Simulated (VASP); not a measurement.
# Al (a cell with a defect) in VASP: a series of runs

The runs below take Al (a cell with a defect) through single point, with LDA.

Program: VASP 6.6.1. These are calculated values, not measurements. Logs are shortened: lines on timing, memory, paths and dates and some standing lists are left out, and cuts for length are marked.

## 1. The cell of the first run

The cell holds a defect, 33 atoms: a = 8.100 Å, b = 8.100 Å, c = 8.100 Å, α = 90.00°, β = 90.00°, γ = 90.00°.

## 2. Single point, LDA

INCAR reads:

```
ALGO     = Normal         # electronic algorithm
EDIFF    = 1E-7           # SCF threshold, eV
ENCUT    = 520            # plane-wave cutoff, eV
GGA      = CA             # functional
ISIF     = 2              # what is computed and relaxed
ISMEAR   = 0              # smearing method
LASPH    = True           # aspherical terms in the spheres
LCHARG   = True           # write CHGCAR
LELF     = True           # ELF
LREAL    = Auto         
LVHAR    = True         
LWAVE    = False          # write WAVECAR
NBANDS   = 72             # bands
NELM     = 100            # most SCF steps
PREC     = Accurate       # precision mode
SIGMA    = 0.1            # smearing width, eV
```

KPOINTS reads:

```
k-points
0
Gamma
  2 2 2
```

POSCAR reads:

```
Al
1.0
    8.1000000000      0.0000000000      0.0000000000
    0.0000000000      8.1000000000      0.0000000000
    0.0000000000      0.0000000000      8.1000000000
Al
33
Direct
    0.4998043212      0.0148631095     -0.0001494869
    0.7525174235      0.2497908507     -0.0002681388
    0.7475552933     -0.0024877308      0.2519918341
   -0.0002621820      0.0025015373     -0.0002654683
    0.2470118107      0.2497725937     -0.0002884236
    0.4997668111      0.4846162359     -0.0001490082
    0.7648733111      0.7497508848     -0.0001485462
    0.2518625509     -0.0023861110      0.2518661707
    0.4997696017      0.2496411221      0.2346305995
    0.7474311391      0.5020474026      0.2520815961
    0.4997134711      0.0592140658      0.4997080889
    0.7648791849      0.2496608301      0.4997973777
    0.7474537076     -0.0025819563      0.7474573115
   -0.0002867931      0.4969897820     -0.0002900296
    0.2346264997      0.7497110957     -0.0001544101
   -0.0002850686      0.2497726978      0.2470148145
    0.2519453770      0.5019083969      0.2519493665
    0.4996905570      0.7497796284      0.1903039255
   -0.0001639446      0.0148636739      0.4998083288
    0.2346288154      0.2496419416      0.4997751245
    0.4996913880      0.4397672489      0.4996850656
    0.8097138420      0.7497872255      0.4996965180
    0.2520040814     -0.0025044702      0.7475427213
    0.4997920121      0.2496608806      0.7648806847
    0.7473212874      0.5021794133      0.7473253785
   -0.0001702814      0.7497108363      0.2346289580
   -0.0001639174      0.4846167818      0.4997720169
    0.1902654768      0.7497804712      0.4996853339
   -0.0002652702      0.2497904510      0.7525194346
    0.2520938587      0.5020633095      0.7474186958
    0.4997005898      0.7497862741      0.8097526532
   -0.0001630018      0.7497496124      0.7648755321
    0.5000629477      0.7494037149      0.5001136806
```

Potentials or basis: VASP PAW LDA potentials, release 64 (Al).

The run is started by

```bash
cat potpaw_LDA.64/Al/POTCAR > POTCAR
mpirun -np 1 vasp_std > vasp.out
```

OUTCAR:

```text
EDIFF = 1E-7
   ENCUT = 520
   GGA = CA
   ISIF = 2
   ISMEAR = 0
   LASPH = True
   LREAL = Auto
   NELM = 100
   PREC = Accurate

 ion  position               nearest neighbor table
   1  0.500  0.015  1.000-  31 2.64  18 2.64   9 2.69  24 2.69   2 2.79   5 2.80   3 2.87   8 2.87
                            13 2.87  23 2.87   7 3.04  15 3.04
   2  0.753  0.250  1.000-  24 2.79   6 2.79   1 2.79   9 2.79  14 2.83  29 2.83  16 2.83   4 2.83
                             3 2.89  10 2.89  13 2.89  25 2.89
   3  0.748  0.998  0.252-   1 2.87   7 2.87   9 2.87  12 2.87  26 2.87  19 2.87  22 2.88  11 2.88
                            18 2.88  16 2.89   4 2.89   2 2.89
   4  1.000  0.003  1.000-  32 2.79   7 2.79  15 2.80  26 2.80  29 2.83   2 2.83   5 2.83  16 2.83
                             8 2.89   3 2.89  23 2.89  13 2.89
   5  0.247  0.250  1.000-   6 2.79  24 2.79   9 2.80   1 2.80  29 2.83  14 2.83   4 2.83  16 2.83
                             8 2.89  17 2.89  23 2.89  30 2.89
   6  0.500  0.485  1.000-  31 2.64  18 2.64   9 2.69  24 2.69   2 2.79   5 2.79  10 2.87  17 2.87
                            25 2.87  30 2.87  15 3.04   7 3.04
   7  0.765  0.750  1.000-  31 2.64  18 2.64  26 2.69  32 2.69  14 2.79   4 2.79   3 2.87  10 2.87
                            13 2.87  25 2.87   1 3.04   6 3.04
   8  0.252  0.998  0.252-  15 2.87   9 2.87  26 2.87  20 2.87   1 2.87  19 2.87  28 2.88  18 2.88
                            11 2.88   4 2.89  16 2.89   5 2.89
   9  0.500  0.250  0.235-  21 2.64  11 2.64   1 2.69   6 2.69   2 2.79   5 2.80   3 2.87   8 2.87
[... 32 lines left out ...]
                            21 2.88  14 2.89   2 2.89  29 2.89
  26  1.000  0.750  0.235-  22 2.64  28 2.64  15 2.69   7 2.69  14 2.79   4 2.80  17 2.87   8 2.87
                            10 2.87   3 2.87  27 3.04  19 3.04
  27  1.000  0.485  0.500-  22 2.64  28 2.64  20 2.69  12 2.69  29 2.79  16 2.79  30 2.87  17 2.87
                            25 2.87  10 2.87  32 3.04  26 3.04
  28  0.190  0.750  0.500-  33 2.51  26 2.64  19 2.64  27 2.64  32 2.64  30 2.88  23 2.88  17 2.88
                             8 2.88  22 3.08
  29  1.000  0.250  0.753-  27 2.79  12 2.79  19 2.79  20 2.79  14 2.83   2 2.83   5 2.83   4 2.83
                            23 2.89  30 2.89  13 2.89  25 2.89
  30  0.252  0.502  0.747-  27 2.87  32 2.87  20 2.87  15 2.87  24 2.87   6 2.87  21 2.88  28 2.88
                            31 2.88   5 2.89  29 2.89  14 2.89
  31  0.500  0.750  0.810-  33 2.51  15 2.64   1 2.64   6 2.64   7 2.64  25 2.88  30 2.88  23 2.88
                            13 2.88  18 3.08
  32  1.000  0.750  0.765-  22 2.64  28 2.64  15 2.69   7 2.69  14 2.79   4 2.79  23 2.87  30 2.87
                            13 2.87  25 2.87  19 3.04  27 3.04
  33  0.500  0.749  0.500-  21 2.51  31 2.51  22 2.51  28 2.51  18 2.51  11 2.51

  LATTYP: Found a simple cubic cell.
 ALAT       =     8.1000000000

  Lattice vectors:

 A1 = (   8.1000000000,   0.0000000000,   0.0000000000)
 A2 = (   0.0000000000,   8.1000000000,   0.0000000000)
 A3 = (   0.0000000000,   0.0000000000,   8.1000000000)

Analysis of symmetry for initial positions (statically):
=====================================================================
 Subroutine PRICEL returns:
 Original cell was already a primitive cell.

 Routine SETGRP: Setting up the symmetry group for a
 simple cubic supercell.

 Subroutine GETGRP returns: Found  1 space group operations
 (whereof  1 operations were pure point group operations)
 out of a pool of 48 trial point group operations.

The static configuration has the point symmetry C_1 .

Analysis of symmetry for dynamics (positions and initial velocities):
=====================================================================
 Subroutine PRICEL returns:
 Original cell was already a primitive cell.

 Routine SETGRP: Setting up the symmetry group for a
 simple cubic supercell.

 Subroutine GETGRP returns: Found  1 space group operations
 (whereof  1 operations were pure point group operations)
[... 43 lines left out ...]
   TEBEG  =    0.0;   TEEND  =   0.0 temperature during run
   PSTRESS=    0.0 pullay stress
   NELECT =      99.0000    total number of electrons
   NUPDOWN=      -1.0000    fix difference up-down
   EMIN   =  10.00;   EMAX   =-10.00  energy-range for DOS
   EFERMI =   0.00;   METHOD = LEGACY
   ISMEAR =     0;   SIGMA  =   0.10  broadening in eV -4-tet -1-fermi 0-gaus
   EFERMI_NEDOS =   21; number of points for ismear=-14 and -15
   IALGO  =     38    algorithm
   IMIX   =      4    mixing-type and parameters
     AMIX     =   0.40;   BMIX     =  1.00
     AMIX_MAG =   1.60;   BMIX_MAG =  1.00
  volume/ion in A,a.u.               =      16.10       108.68
  Fermi-wavevector in a.u.,A,eV,Ry     =   0.934978  1.766853 11.894002  0.874184
  Thomas-Fermi vector in A             =   2.061839
   LORBIT       =      0    0 simple, 1 ext, 2 COOP (PROOUT), +10 PAW based schemes
   GGA     = CA    functional components
   LHFCALC =     F    Hartree Fock is set to
   AEXX    =    0.0000 exact exchange contribution
   IVDW    =     0    specifies the selected vdW correction
   LEPSILON=     F    determine dielectric tensor
   LRPA    =     F    only Hartree local field effects (RPA)
 non-spin polarized calculation
 Gauss-broadening in eV      SIGMA  =   0.10
  energy-cutoff  :      520.00
  volume of cell :      531.44
 maximum number of plane-waves:     14400
   NGX = 31   NGY = 31   NGZ = 31

 number of electron      98.9999999 magnetization

 Free energy of the ion-electron system (eV)
  ---------------------------------------------------
  ext. energy  EPLUGINS =         0.00000000
  ---------------------------------------------------
  free energy    TOTEN  =      -136.62425115 eV

  energy without entropy =     -136.58506704  energy(sigma->0) =     -136.60465910

 E-fermi :   7.6881     XC(G=0): -10.4197

 val. band max:        7.6794901320   @ k =   0.5000   0.5000   0.5000
 cond. band min:       7.7575919699   @ k =   0.0000   0.0000   0.5000
 fundamental gap:      0.0781018380
 Fermi energy:         7.6881192754

 k-point     1 :       0.0000    0.0000    0.0000
  band No.  band energies     occupation
      1      -3.2590      2.00000
      2      -1.2878      2.00000
      3      -1.2878      2.00000
      4      -0.9369      2.00000
      5      -0.8752      2.00000
      6      -0.8750      2.00000
[... 501 lines left out ...]
     60      10.9296      0.00000
     61      10.9296      0.00000
 [bands above 61 left out]

------------------------ aborting loop because EDIFF is reached ----------------------------------------

  FORCE on cell =-STRESS in cart. coord.  units (eV):
  Direction    XX          YY          ZZ          XY          YZ          ZX
  --------------------------------------------------------------------------------------
  -------------------------------------------------------------------------------------
  Total        3.7478109      3.7499091      3.7480767      0.0011793      0.0015421      0.0012463
  in kB       11.2988227     11.3051484     11.2996240      0.0035552      0.0046490      0.0037572
  external PRESSURE =      11.3011983 kB  Pullay stress =       0.0000000 kB

 VOLUME and BASIS-vectors are now :
 -----------------------------------------------------------------------------
  energy-cutoff  :      520.00
  volume of cell :      531.44
      direct lattice vectors                 reciprocal lattice vectors
     8.100000000  0.000000000  0.000000000     0.123456790  0.000000000  0.000000000
     0.000000000  8.100000000  0.000000000     0.000000000  0.123456790  0.000000000
     0.000000000  0.000000000  8.100000000     0.000000000  0.000000000  0.123456790

 POSITION                                       TOTAL-FORCE (eV/Angst)
 -----------------------------------------------------------------------------------
      4.04842      0.12039      8.09879         0.000100      0.009882      0.000293
      6.09539      2.02331      8.09783        -0.012912     -0.000342     -0.000117
      6.05520      8.07985      2.04113        -0.003450     -0.004555      0.003595
      8.09788      0.02026      8.09785        -0.000074     -0.012579     -0.000057
      2.00080      2.02316      8.09766         0.010787     -0.000381     -0.000372
      4.04811      3.92539      8.09879         0.000671     -0.009229     -0.000346
[... 25 lines left out ...]
      8.09868      6.07297      6.19549         0.000268     -0.000207      0.009840
      4.05051      6.07017      4.05092        -0.000311      0.003863     -0.000647
 -----------------------------------------------------------------------------------
    total drift:                                0.003436      0.010921      0.003410

  FREE ENERGIE OF THE ION-ELECTRON SYSTEM (eV)
  ---------------------------------------------------
  free  energy   TOTEN  =      -136.6242511544 eV

  energy  without entropy=     -136.5850670393  energy(sigma->0) =     -136.60465910
```

It took 3.6 min on 1 thread of AMD EPYC 9R45 (Zen 5), shared host; peak memory 0.43 GiB.

What came out:

- Free energy: -136.6243 eV
- Pressure: 1.1 GPa
- Largest force: 0.016 eV/Å
- Band gap on the k mesh: zero (an odd number of electrons rules out a gap without spin polarisation)

Forces in eV/Å, atoms in the order of the input:
```
Al   0.000  0.010  0.000
Al  -0.013  0.000  0.000
Al  -0.003 -0.005  0.004
Al   0.000 -0.013  0.000
Al   0.011  0.000  0.000
Al   0.001 -0.009  0.000
Al   0.010  0.000  0.000
Al   0.005 -0.005  0.005
Al   0.000  0.001 -0.010
Al  -0.003  0.002  0.003
Al   0.000 -0.014  0.000
Al   0.010  0.001  0.000
Al  -0.003 -0.005 -0.003
Al  -0.001  0.011 -0.001
Al  -0.009  0.001  0.000
Al   0.000  0.000  0.011
Al   0.004  0.003  0.004
Al   0.000  0.000  0.015
Al   0.000  0.010  0.000
Al  -0.010  0.001  0.000
Al   0.000  0.014  0.000
Al  -0.016  0.000  0.000
Al   0.003 -0.005 -0.003
Al   0.000  0.001  0.010
Al  -0.003  0.003 -0.003
Al   0.000  0.001 -0.010
Al   0.000 -0.009  0.001
Al   0.015  0.000  0.000
Al   0.000  0.000 -0.013
Al   0.003  0.002 -0.003
Al   0.000  0.000 -0.016
Al   0.000  0.000  0.010
Al   0.000  0.004 -0.001
```

Caveat: the k points lie up to 0.39 Å⁻¹ apart, too coarse for converged energies and pressures of a metal.

(Continued in part 2 of 2.)

The gap in the log of VASP goes by the Fermi energy; the results here count the filled bands.